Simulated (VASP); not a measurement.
# HfH2 (I4/mmm) in VASP: single point with r2SCAN

Aim: the single point of HfH2 with r2SCAN.

Everything below comes from runs of VASP 6.6.1. Logs are shortened: lines on timing, memory, paths and dates and some standing lists are left out, and cuts for length are marked.

## (1) The cell of the first run

The structure is tetragonal, space group I4/mmm (No. 139). The conventional cell has a = 3.504 Å, b = 3.504 Å, c = 4.393 Å, α = 90.00°, β = 90.00°, γ = 90.00°. H (site symmetry -4m2) has 4 Hf at 2.07 Å and 6 H at 2.20 to 2.48 Å within 2.7 Å. Within 2.7 Å of Hf (site symmetry 4/mmm) lie 8 H at 2.07 Å.

## (2) Single point, r2SCAN

Contents of POSCAR:

```
HfH2
1.0
   -1.7518040000      1.7518040000      2.1965550000
    1.7518040000     -1.7518040000      2.1965550000
    1.7518040000      1.7518040000     -2.1965550000
H Hf
2 1
Direct
    0.7500000000      0.2500000000      0.5000000000
    0.2500000000      0.7500000000      0.5000000000
    0.0000000000      0.0000000000      0.0000000000
```

Contents of INCAR.step1:

```
PREC = Accurate ; ENCUT = 520
ISMEAR = -1 ; SIGMA = 0.1
LREAL = False ; LASPH = True
NELM = 80 ; NBANDS = 13
GGA = PE ; ALGO = Normal
EDIFF = 1E-4 ; LWAVE = True
LCHARG = False
```

Contents of INCAR.step2:

```
PREC = Accurate ; ENCUT = 520
EDIFF = 1E-6 ; ISMEAR = -1
SIGMA = 0.1 ; LREAL = False
LASPH = True ; NELM = 80
ALGO = Normal ; ISIF = 2
LWAVE = False ; LCHARG = False
METAGGA = R2SCAN ; LMIXTAU = True
NBANDS = 13 ; ISTART = 1
```

Contents of KPOINTS:

```
Automatic mesh
0
Gamma
  13 13 13
```

Potentials or basis: VASP PAW PBE potentials, release 64 (H, Hf_pv).

Command:

```console
cat potpaw_PBE.64/H/POTCAR potpaw_PBE.64/Hf_pv/POTCAR > POTCAR
cp INCAR.step1 INCAR
mpirun -np 1 vasp_std > vasp.out
cp INCAR.step2 INCAR
mpirun -np 1 vasp_std > vasp.out
```

OUTCAR:

```text
PREC = Accurate
   ENCUT = 520
   EDIFF = 1E-6
   ISMEAR = -1
   LREAL = False
   LASPH = True
   NELM = 80
   ISIF = 2
   METAGGA = R2SCAN
   ISTART = 1

 ion  position               nearest neighbor table
   1  0.750  0.250  0.500-   3 2.07   3 2.07   3 2.07   3 2.07
   2  0.250  0.750  0.500-   3 2.07   3 2.07   3 2.07   3 2.07
   3  0.000  0.000  0.000-   1 2.07   2 2.07   1 2.07   2 2.07   1 2.07   2 2.07   1 2.07   2 2.07

  LATTYP: Found a body centered tetragonal cell.
 ALAT       =     3.5036080000
 C/A-ratio  =     1.2538817128

  Lattice vectors:

 A1 = (  -1.7518040000,   1.7518040000,   2.1965550000)
 A2 = (   1.7518040000,  -1.7518040000,   2.1965550000)
 A3 = (   1.7518040000,   1.7518040000,  -2.1965550000)

Analysis of symmetry for initial positions (statically):
=====================================================================
 Subroutine PRICEL returns:
 Original cell was already a primitive cell.

 Routine SETGRP: Setting up the symmetry group for a
 body centered tetragonal supercell.

 Subroutine GETGRP returns: Found 16 space group operations
 (whereof 16 operations were pure point group operations)
 out of a pool of 16 trial point group operations.

The static configuration has the point symmetry D_4h.

Analysis of symmetry for dynamics (positions and initial velocities):
=====================================================================
 Subroutine PRICEL returns:
 Original cell was already a primitive cell.

 Routine SETGRP: Setting up the symmetry group for a
 body centered tetragonal supercell.

 Subroutine GETGRP returns: Found 16 space group operations
 (whereof 16 operations were pure point group operations)
 out of a pool of 16 trial point group operations.

The dynamic configuration has the point symmetry D_4h.

 Subroutine INISYM returns: Found 16 space group operations
 (whereof 16 operations are pure point group operations),
 and found     1 'primitive' translations

----------------------------------------------------------------------------------------

                                     Primitive cell

  volume of cell :      26.9633

  direct lattice vectors                    reciprocal lattice vectors
    -1.751804000  1.751804000  2.196555000     0.000000000  0.285420058  0.227629174
     1.751804000 -1.751804000  2.196555000     0.285420058  0.000000000  0.227629174
     1.751804000  1.751804000 -2.196555000     0.285420058  0.285420058  0.000000000

  length of vectors
     3.310964871  3.310964871  3.310964871     0.365074856  0.365074856  0.403644918

  position of ions in fractional coordinates (direct lattice)
     0.750000000  0.250000000  0.500000000
     0.250000000  0.750000000  0.500000000
     0.000000000  0.000000000  0.000000000

  ion indices of the primitive-cell ions
   primitive index   ion index
                 1           1
                 2           2
                 3           3

----------------------------------------------------------------------------------------

 KPOINTS: Automatic mesh

Automatic generation of k-mesh.
 Grid dimensions read from file:
 generate k-points for:   13   13   13

 Generating k-lattice:

  Cartesian coordinates                     Fractional coordinates (reciprocal lattice)
     0.000000000  0.021955389  0.017509936     0.076923077 -0.000000000  0.000000000
     0.021955389  0.000000000  0.017509936    -0.000000000  0.076923077  0.000000000
     0.021955389  0.021955389  0.000000000     0.000000000  0.000000000  0.076923077

  Length of vectors
     0.028082681  0.028082681  0.031049609

  Shift w.r.t. Gamma in fractional coordinates (k-lattice)
     0.000000000  0.000000000  0.000000000

 Subroutine IBZKPT returns following result:
 ===========================================

 Found    196 irreducible k-points:

 Following reciprocal coordinates:
            Coordinates               Weight
  0.000000  0.000000  0.000000      1.000000
  0.076923  0.000000 -0.000000      8.000000
  0.153846 -0.000000  0.000000      8.000000
  0.230769  0.000000  0.000000      8.000000
  0.307692 -0.000000  0.000000      8.000000
  0.384615 -0.000000  0.000000      8.000000
[... 16 lines left out ...]
  0.384615  0.153846 -0.000000     16.000000
  0.461538  0.153846 -0.000000     16.000000
 [... further k-points ...]
   k-points           NKPTS =    196   k-points in BZ     NKDIM =    196   number of bands    NBANDS=     13
   number of dos      NEDOS =    301   number of ions     NIONS =      3
   total plane-waves  NPLWV =  21952
   dimension x,y,z NGX =    28 NGY =   28 NGZ =   28
   dimension x,y,z NGXF=    56 NGYF=   56 NGZF=   56
   ions per type =               2   1
   NGX,Y,Z   is equivalent  to a cutoff of  14.06, 14.06, 14.06 a.u.
   NGXF,Y,Z  is equivalent  to a cutoff of  28.12, 28.12, 28.12 a.u.
 SYSTEM =  unknown system
   PREC   = accura    normal or accurate (medium, high low for compatibility)
   ISTART =      1    job   : 0-new  1-cont  2-samecut
   ICHARG =      0    charge: 1-file 2-atom 10-const
   ISPIN  =      1    spin polarized calculation?
   LNONCOLLINEAR =      F non collinear calculations
   LSORBIT =      F    spin-orbit coupling
   LASPH  =      T    aspherical Exc in radial PAW
   ENCUT  =  520.0 eV  38.22 Ry    6.18 a.u.   6.16  6.16  6.16*2*pi/ulx,y,z
   NELM   =     80;   NELMIN=  2; NELMDL=  0     # of ELM steps
   EDIFF  = 0.1E-05   stopping-criterion for ELM
   LREAL  =      F    real-space projection
   EDIFFG = 0.1E-04   stopping-criterion for IOM
   NSW    =      0    number of steps for IOM
   IBRION =     -1    ionic relax: 0-MD 1-quasi-New 2-CG
   NFREE  =      0    steps in history (QN), initial steepest desc. (CG)
   ISIF   =      2    stress and relaxation
   ISYM   =      2    0-nonsym 1-usesym 2-fastsym
   POTIM  = 0.5000    time-step for ionic-motion
   TEBEG  =    0.0;   TEEND  =   0.0 temperature during run
   PSTRESS=    0.0 pullay stress
   NELECT =      12.0000    total number of electrons
   NUPDOWN=      -1.0000    fix difference up-down
   EMIN   =  10.00;   EMAX   =-10.00  energy-range for DOS
   EFERMI =   0.00;   METHOD = LEGACY
   ISMEAR =    -1;   SIGMA  =   0.10  broadening in eV -4-tet -1-fermi 0-gaus
   EFERMI_NEDOS =   21; number of points for ismear=-14 and -15
   IALGO  =     38    algorithm
   IMIX   =      4    mixing-type and parameters
     AMIX     =   0.40;   BMIX     =  1.00
     AMIX_MAG =   1.60;   BMIX_MAG =  1.00
  volume/ion in A,a.u.               =       8.99        60.65
  Fermi-wavevector in a.u.,A,eV,Ry     =   1.249907  2.361981 21.255925  1.562266
  Thomas-Fermi vector in A             =   2.383925
   LORBIT       =      0    0 simple, 1 ext, 2 COOP (PROOUT), +10 PAW based schemes
   METAGGA = R2SCAN    functional components
   LHFCALC =     F    Hartree Fock is set to
   AEXX    =    0.0000 exact exchange contribution
   IVDW    =     0    specifies the selected vdW correction
   LEPSILON=     F    determine dielectric tensor
   LRPA    =     F    only Hartree local field effects (RPA)
 non-spin polarized calculation
  energy-cutoff  :      520.00
  volume of cell :       26.96
 maximum number of plane-waves:       752
 NGX is ok and might be reduce to    28
   NGX = 13   NGY = 13   NGZ = 13

 number of electron      11.9999999 magnetization

 Free energy of the ion-electron system (eV)
  ---------------------------------------------------
  ext. energy  EPLUGINS =         0.00000000
  ---------------------------------------------------
  free energy    TOTEN  =       -53.66929226 eV

  energy without entropy =      -53.64989881  energy(sigma->0) =      -53.65959554

 E-fermi :   5.3358     XC(G=0): -12.0872

 val. band max:        5.3037884958   @ k =  -0.1538  -0.3846   0.1538
 cond. band min:       5.3470967890   @ k =   0.0769   0.0000  -0.0000
 fundamental gap:      0.0433082932
 Fermi energy:         5.3357910236

 k-point     1 :       0.0000    0.0000    0.0000
  band No.  band energies     occupation
      1     -27.0843      2.00000
      2     -27.0843      2.00000
      3     -27.0358      2.00000
      4      -6.5263      2.00000
      5       3.5283      2.00000
      6       4.8404      1.98599
      7       4.8404      1.98599
      8       5.8039      0.01836
      9       7.1918      0.00000
     10       8.5991      0.00000
     11      16.4247      0.00000
     12      16.7827      0.00000
     13      17.5787      0.00000

 k-point     2 :       0.0769    0.0000   -0.0000
  band No.  band energies     occupation
      1     -27.1078      2.00000
      2     -27.0905      2.00000
      3     -27.0460      2.00000
      4      -6.3637      2.00000
      5       2.6114      2.00000
      6       4.9137      1.97105
      7       5.3471      0.94353
      8       6.4829      0.00002
      9       7.1423      0.00000
     10       8.4842      0.00000
     11      15.7759      0.00000
     12      16.4247      0.00000
     13      17.9293      0.00000

 k-point     3 :       0.1538   -0.0000    0.0000
  band No.  band energies     occupation
      1     -27.1890      2.00000
      2     -27.1076      2.00000
      3     -27.0573      2.00000
      4      -5.9006      2.00000
      5       1.4081      2.00000
      6       5.0459      1.89563
      7       5.7070      0.04768
      8       7.1339      0.00000
      9       7.8709      0.00000
     10       8.4240      0.00000
     11      14.5335      0.00000
     12      16.4246      0.00000
     13      18.9099      0.00000
[... 305 lines left out ...]
 k-point    23 :       0.3846    0.1538   -0.0000
  band No.  band energies     occupation
      1     -27.5452      2.00000
      2     -27.2536      2.00000
      3     -27.1096      2.00000
      4      -3.0600      2.00000
      5      -0.9333      2.00000
      6       3.9684      2.00000
      7       6.2147      0.00030
      8       8.6487      0.00000
      9      10.4355      0.00000
     10      11.1165      0.00000
     11      11.8941      0.00000
     12      14.5740      0.00000
     13      16.4249      0.00000

 k-point    24 :       0.4615    0.1538   -0.0000
  band No.  band energies     occupation
      1     -27.5580      2.00000
      2     -27.2480      2.00000
      3     -27.1184      2.00000
      4      -3.0271      2.00000
      5      -0.8017      2.00000
      6       3.8212      2.00000
      7       6.1459      0.00061
      8       9.1680      0.00000
      9       9.9094      0.00000
     10      11.0866      0.00000
     11      11.8606      0.00000
     12      14.9021      0.00000
     13      16.4249      0.00000

 [... further k-points ...]
[... 5 lines left out ...]
  --------------------------------------------------------------------------------------
  -------------------------------------------------------------------------------------
  Total       -1.1632754     -1.1632754     -1.1433874      0.0000000      0.0000000      0.0000000
  in kB      -69.1225960    -69.1225960    -67.9408376      0.0000000      0.0000000      0.0000000
  external PRESSURE =     -68.7286765 kB  Pullay stress =       0.0000000 kB

 VOLUME and BASIS-vectors are now :
 -----------------------------------------------------------------------------
  energy-cutoff  :      520.00
  volume of cell :       26.96
      direct lattice vectors                 reciprocal lattice vectors
    -1.751804000  1.751804000  2.196555000     0.000000000  0.285420058  0.227629174
     1.751804000 -1.751804000  2.196555000     0.285420058  0.000000000  0.227629174
     1.751804000  1.751804000 -2.196555000     0.285420058  0.285420058  0.000000000

 POSITION                                       TOTAL-FORCE (eV/Angst)
 -----------------------------------------------------------------------------------
      0.00000      1.75180      1.09828        -0.000000     -0.000000     -0.000000
      1.75180      0.00000      1.09828         0.000000      0.000000      0.000000
      0.00000      0.00000      0.00000        -0.000000     -0.000000      0.000000
 -----------------------------------------------------------------------------------
    total drift:                               -0.000000     -0.000000      0.000000

  FREE ENERGIE OF THE ION-ELECTRON SYSTEM (eV)
  ---------------------------------------------------
  free  energy   TOTEN  =       -53.6692922642 eV

  energy  without entropy=      -53.6498988118  energy(sigma->0) =      -53.65959554
```

Run time: 3 min. Hardware: 1 thread of Intel Xeon Platinum 8488C (Sapphire Rapids), shared host; peak memory 0.22 GiB.

What came out:

* Free energy: -53.6693 eV
* Pressure: -6.9 GPa
* Band gap on the k mesh: zero (band 6 reaches 5.84 eV, above the bottom of band 7 at 4.84 eV)

Caveat: the PAW data sets were made with another functional, which shifts forces and pressure a little; spin-orbit coupling is left out, which moves the levels of the heavy elements.
